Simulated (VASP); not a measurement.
# BeTe (F-43m) in VASP: a series of runs, part 2 of 2

VASP 6.6.1. Earlier steps stand in the parts before.

## Step 3: Equation of state, r2SCAN

The input, POSCAR.step1:

```
BeTe
1.0
    0.0000000000      2.6842743401      2.6842743401
    2.6842743401      0.0000000000      2.6842743401
    2.6842743401      2.6842743401      0.0000000000
Te Be
1 1
Direct
    0.7500000000      0.7500000000      0.7500000000
    0.0000000000      0.0000000000      0.0000000000
```

The input, POSCAR.step2:

```
BeTe
1.0
    0.0000000000      2.7134535211      2.7134535211
    2.7134535211      0.0000000000      2.7134535211
    2.7134535211      2.7134535211      0.0000000000
Te Be
1 1
Direct
    0.7500000000      0.7500000000      0.7500000000
    0.0000000000      0.0000000000      0.0000000000
```

The input, POSCAR.step3:

```
BeTe
1.0
    0.0000000000      2.7420182889      2.7420182889
    2.7420182889      0.0000000000      2.7420182889
    2.7420182889      2.7420182889      0.0000000000
Te Be
1 1
Direct
    0.7500000000      0.7500000000      0.7500000000
    0.0000000000      0.0000000000      0.0000000000
```

The input, POSCAR.step4:

```
BeTe
1.0
    0.0000000000      2.7700000000      2.7700000000
    2.7700000000      0.0000000000      2.7700000000
    2.7700000000      2.7700000000      0.0000000000
Te Be
1 1
Direct
    0.7500000000      0.7500000000      0.7500000000
    0.0000000000      0.0000000000      0.0000000000
```

The input, POSCAR.step5:

```
BeTe
1.0
    0.0000000000      2.7974275263      2.7974275263
    2.7974275263      0.0000000000      2.7974275263
    2.7974275263      2.7974275263      0.0000000000
Te Be
1 1
Direct
    0.7500000000      0.7500000000      0.7500000000
    0.0000000000      0.0000000000      0.0000000000
```

The input, POSCAR.step6:

```
BeTe
1.0
    0.0000000000      2.8243275181      2.8243275181
    2.8243275181      0.0000000000      2.8243275181
    2.8243275181      2.8243275181      0.0000000000
Te Be
1 1
Direct
    0.7500000000      0.7500000000      0.7500000000
    0.0000000000      0.0000000000      0.0000000000
```

The input, POSCAR.step7:

```
BeTe
1.0
    0.0000000000      2.8507246324      2.8507246324
    2.8507246324      0.0000000000      2.8507246324
    2.8507246324      2.8507246324      0.0000000000
Te Be
1 1
Direct
    0.7500000000      0.7500000000      0.7500000000
    0.0000000000      0.0000000000      0.0000000000
```

The input, INCAR:

```
SYSTEM = BeTe
METAGGA = R2SCAN ; ISMEAR = 0
SIGMA = 0.03 ; LWAVE = .FALSE.
LCHARG = .FALSE. ; ISIF = 2
NSW = 0 ; PREC = Accurate
LASPH = .TRUE. ; LREAL = .FALSE.
ALGO = Normal ; EDIFF = 1E-7
NELM = 120 ; GGA_COMPAT = .FALSE.
ENCUT = 620 ; EFERMI = MIDGAP
LMIXTAU = .TRUE.
```

The input, KPOINTS:

```
Automatic mesh
0
Gamma
  11 11 11
  0 0 0
```

Potentials or basis: VASP PAW PBE potentials, release 64 (Te, Be).

The run is started by

```
$ cat potpaw_PBE.64/Te/POTCAR potpaw_PBE.64/Be/POTCAR > POTCAR
$ cp POSCAR.step1 POSCAR
$ mpirun -np 1 vasp_std > vasp.out
$ cp POSCAR.step2 POSCAR
$ mpirun -np 1 vasp_std > vasp.out
$ cp POSCAR.step3 POSCAR
$ mpirun -np 1 vasp_std > vasp.out
$ cp POSCAR.step4 POSCAR
$ mpirun -np 1 vasp_std > vasp.out
$ cp POSCAR.step5 POSCAR
$ mpirun -np 1 vasp_std > vasp.out
$ cp POSCAR.step6 POSCAR
$ mpirun -np 1 vasp_std > vasp.out
$ cp POSCAR.step7 POSCAR
$ mpirun -np 1 vasp_std > vasp.out
```

OUTCAR:

```text
SYSTEM = BeTe
   METAGGA = R2SCAN
   ISMEAR = 0
   ISIF = 2
   NSW = 0
   PREC = Accurate
   LASPH = .TRUE.
   LREAL = .FALSE.
   EDIFF = 1E-7
   NELM = 120
   ENCUT = 620
   EFERMI = MIDGAP

 ion  position               nearest neighbor table
   1  0.750  0.750  0.750-   2 2.47   2 2.47   2 2.47   2 2.47
   2  0.000  0.000  0.000-   1 2.47   1 2.47   1 2.47   1 2.47

  LATTYP: Found a face centered cubic cell.
 ALAT       =     5.7014492648

  Lattice vectors:

 A1 = (   0.0000000000,   2.8507246324,   2.8507246324)
 A2 = (   2.8507246324,   0.0000000000,   2.8507246324)
 A3 = (   2.8507246324,   2.8507246324,   0.0000000000)

Analysis of symmetry for initial positions (statically):
=====================================================================
 Subroutine PRICEL returns:
 Original cell was already a primitive cell.

 Routine SETGRP: Setting up the symmetry group for a
 face centered cubic supercell.

 Subroutine GETGRP returns: Found 24 space group operations
 (whereof 24 operations were pure point group operations)
 out of a pool of 48 trial point group operations.

The static configuration has the point symmetry T_d .

Analysis of symmetry for dynamics (positions and initial velocities):
=====================================================================
 Subroutine PRICEL returns:
 Original cell was already a primitive cell.

 Routine SETGRP: Setting up the symmetry group for a
 face centered cubic supercell.

 Subroutine GETGRP returns: Found 24 space group operations
 (whereof 24 operations were pure point group operations)
 out of a pool of 48 trial point group operations.

The dynamic configuration has the point symmetry T_d .

 Subroutine INISYM returns: Found 24 space group operations
 (whereof 24 operations are pure point group operations),
 and found     1 'primitive' translations

----------------------------------------------------------------------------------------

                                     Primitive cell

  volume of cell :      46.3336

  direct lattice vectors                    reciprocal lattice vectors
     0.000000000  2.850724632  2.850724632    -0.175394001  0.175394001  0.175394001
     2.850724632  0.000000000  2.850724632     0.175394001 -0.175394001  0.175394001
     2.850724632  2.850724632  0.000000000     0.175394001  0.175394001 -0.175394001

  length of vectors
     4.031533438  4.031533438  4.031533438     0.303791322  0.303791322  0.303791322

  position of ions in fractional coordinates (direct lattice)
     0.750000000  0.750000000  0.750000000
     0.000000000  0.000000000  0.000000000

  ion indices of the primitive-cell ions
   primitive index   ion index
                 1           1
                 2           2

----------------------------------------------------------------------------------------

 KPOINTS: Automatic mesh

Automatic generation of k-mesh.
 Grid dimensions read from file:
 generate k-points for:   11   11   11

 Generating k-lattice:

  Cartesian coordinates                     Fractional coordinates (reciprocal lattice)
    -0.015944909  0.015944909  0.015944909     0.090909091  0.000000000  0.000000000
     0.015944909 -0.015944909  0.015944909     0.000000000  0.090909091  0.000000000
     0.015944909  0.015944909 -0.015944909     0.000000000  0.000000000  0.090909091

  Length of vectors
     0.027617393  0.027617393  0.027617393

  Shift w.r.t. Gamma in fractional coordinates (k-lattice)
     0.000000000  0.000000000  0.000000000

 Subroutine IBZKPT returns following result:
 ===========================================

 Found     56 irreducible k-points:

 Following reciprocal coordinates:
            Coordinates               Weight
  0.000000  0.000000  0.000000      1.000000
  0.090909  0.000000  0.000000      8.000000
  0.181818  0.000000  0.000000      8.000000
  0.272727  0.000000  0.000000      8.000000
  0.363636  0.000000  0.000000      8.000000
  0.454545  0.000000  0.000000      8.000000
[... 16 lines left out ...]
 -0.272727  0.181818  0.000000     24.000000
 -0.181818  0.181818  0.000000     12.000000
 [... further k-points ...]
   k-points           NKPTS =     56   k-points in BZ     NKDIM =     56   number of bands    NBANDS=      8
   number of dos      NEDOS =    301   number of ions     NIONS =      2
   total plane-waves  NPLWV =  46656
   dimension x,y,z NGX =    36 NGY =   36 NGZ =   36
   dimension x,y,z NGXF=    72 NGYF=   72 NGZF=   72
   ions per type =               1   1
   NGX,Y,Z   is equivalent  to a cutoff of  14.85, 14.85, 14.85 a.u.
   NGXF,Y,Z  is equivalent  to a cutoff of  29.69, 29.69, 29.69 a.u.
 SYSTEM =  BeTe
   PREC   = accura    normal or accurate (medium, high low for compatibility)
   ISTART =      0    job   : 0-new  1-cont  2-samecut
   ICHARG =      2    charge: 1-file 2-atom 10-const
   ISPIN  =      1    spin polarized calculation?
   LNONCOLLINEAR =      F non collinear calculations
   LSORBIT =      F    spin-orbit coupling
   LASPH  =      T    aspherical Exc in radial PAW
   ENCUT  =  620.0 eV  45.57 Ry    6.75 a.u.   8.19  8.19  8.19*2*pi/ulx,y,z
   NELM   =    120;   NELMIN=  2; NELMDL=  0     # of ELM steps
   EDIFF  = 0.1E-06   stopping-criterion for ELM
   LREAL  =      F    real-space projection
   EDIFFG = 0.1E-05   stopping-criterion for IOM
   NSW    =      0    number of steps for IOM
   IBRION =     -1    ionic relax: 0-MD 1-quasi-New 2-CG
   NFREE  =      0    steps in history (QN), initial steepest desc. (CG)
   ISIF   =      2    stress and relaxation
   ISYM   =      2    0-nonsym 1-usesym 2-fastsym
   POTIM  = 0.5000    time-step for ionic-motion
   TEBEG  =    0.0;   TEEND  =   0.0 temperature during run

   SCALEE = 1.0000    scale energy and forces
   PSTRESS=    0.0 pullay stress
   NELECT =       8.0000    total number of electrons
   NUPDOWN=      -1.0000    fix difference up-down
   EMIN   =  10.00;   EMAX   =-10.00  energy-range for DOS
   EFERMI =   0.00;   METHOD = MIDGAP
   ISMEAR =     0;   SIGMA  =   0.03  broadening in eV -4-tet -1-fermi 0-gaus
   EFERMI_NEDOS =   21; number of points for ismear=-14 and -15
   IALGO  =     38    algorithm
   IMIX   =      4    mixing-type and parameters
     AMIX     =   0.40;   BMIX     =  1.00
     AMIX_MAG =   1.60;   BMIX_MAG =  1.00
  volume/ion in A,a.u.               =      23.17       156.34
  Fermi-wavevector in a.u.,A,eV,Ry     =   0.911604  1.722682 11.306739  0.831022
  Thomas-Fermi vector in A             =   2.035903
   LORBIT       =      0    0 simple, 1 ext, 2 COOP (PROOUT), +10 PAW based schemes
   METAGGA = R2SCAN    functional components
   LHFCALC =     F    Hartree Fock is set to
   AEXX    =    0.0000 exact exchange contribution
   IVDW    =     0    specifies the selected vdW correction
   LEPSILON=     F    determine dielectric tensor
   LRPA    =     F    only Hartree local field effects (RPA)

   CSHIFT  =0.1000    complex shift for real part using Kramers Kronig

   OMEGAMAX=  -1.0    maximum frequency
 non-spin polarized calculation
 Gauss-broadening in eV      SIGMA  =   0.03
  energy-cutoff  :      620.00
  volume of cell :       46.33
 maximum number of plane-waves:      1639
 NGX is ok and might be reduce to    36
   NGX = 17   NGY = 17   NGZ = 17

 number of electron       8.0000000 magnetization

 Free energy of the ion-electron system (eV)
  ---------------------------------------------------
  ext. energy  EPLUGINS =         0.00000000
  ---------------------------------------------------
  free energy    TOTEN  =       -30.68261956 eV

  energy without entropy =      -30.68261956  energy(sigma->0) =      -30.68261956

 E-fermi :   5.7487     XC(G=0):  -9.3259

 val. band max:        4.5280081706   @ k =   0.0000   0.0000   0.0000
 cond. band min:       6.9694772321   @ k =   0.4545   0.4545   0.0000
 fundamental gap:      2.4414690615
 Fermi energy:         5.7487427014

 k-point     1 :       0.0000    0.0000    0.0000
  band No.  band energies     occupation
      1      -8.0105      2.00000
      2       4.5280      2.00000
      3       4.5280      2.00000
      4       4.5280      2.00000
      5       8.5798      0.00000
      6       8.5798      0.00000
      7       8.5798      0.00000
      8       8.7518      0.00000
[... 243 lines left out ...]
 k-point    24 :      -0.1818    0.1818    0.0000
  band No.  band energies     occupation
      1      -7.2403      2.00000
      2       1.1149      2.00000
      3       2.4035      2.00000
      4       3.9185      2.00000
      5       9.0286      0.00000
      6       9.5804      0.00000
      7      10.0675      0.00000
      8      11.2681      0.00000

 [... further k-points ...]

------------------------ aborting loop because EDIFF is reached ----------------------------------------

  FORCE on cell =-STRESS in cart. coord.  units (eV):
  Direction    XX          YY          ZZ          XY          YZ          ZX
  --------------------------------------------------------------------------------------
  -------------------------------------------------------------------------------------
  Total       -0.3410252     -0.3410252     -0.3410252      0.0000000      0.0000000     -0.0000000
  in kB      -11.7923729    -11.7923729    -11.7923729      0.0000000      0.0000000     -0.0000000
  external PRESSURE =     -11.7923729 kB  Pullay stress =       0.0000000 kB

 VOLUME and BASIS-vectors are now :
 -----------------------------------------------------------------------------
  energy-cutoff  :      620.00
  volume of cell :       46.33
      direct lattice vectors                 reciprocal lattice vectors
     0.000000000  2.850724632  2.850724632    -0.175394001  0.175394001  0.175394001
     2.850724632  0.000000000  2.850724632     0.175394001 -0.175394001  0.175394001
     2.850724632  2.850724632  0.000000000     0.175394001  0.175394001 -0.175394001

 POSITION                                       TOTAL-FORCE (eV/Angst)
 -----------------------------------------------------------------------------------
      4.27609      4.27609      4.27609        -0.000000      0.000000      0.000000
      0.00000      0.00000      0.00000         0.000000     -0.000000     -0.000000
 -----------------------------------------------------------------------------------
    total drift:                               -0.000000     -0.000000     -0.000000

  FREE ENERGIE OF THE ION-ELECTRON SYSTEM (eV)
  ---------------------------------------------------
  free  energy   TOTEN  =       -30.6826195563 eV

  energy  without entropy=      -30.6826195563  energy(sigma->0) =      -30.68261956
```

Wall time 7.6 min (1 thread of AMD EPYC 9R45 (Zen 5), shared host); peak memory 0.2 GiB.

Results:

```
Equilibrium volume                      : 22.70 Å³/atom
Bulk modulus                            : 60 GPa
Pressure derivative of the bulk modulus : 3.8
```

Energy against volume, from the lowest point:
| volume (Å³/atom) | energy (meV/atom) |
| --- | --- |
| 19.341 | 119.43 |
| 19.979 | 74.33 |
| 20.616 | 41.32 |
| 21.254 | 18.81 |
| 21.892 | 5.43 |
| 22.529 | 0.00 |
| 23.167 | 1.50 |

Caveat: the PAW data sets were made with another functional, which shifts forces and pressure a little; spin-orbit coupling is left out, which moves the levels of the heavy elements. Zero-point motion and thermal expansion aren't in these numbers.
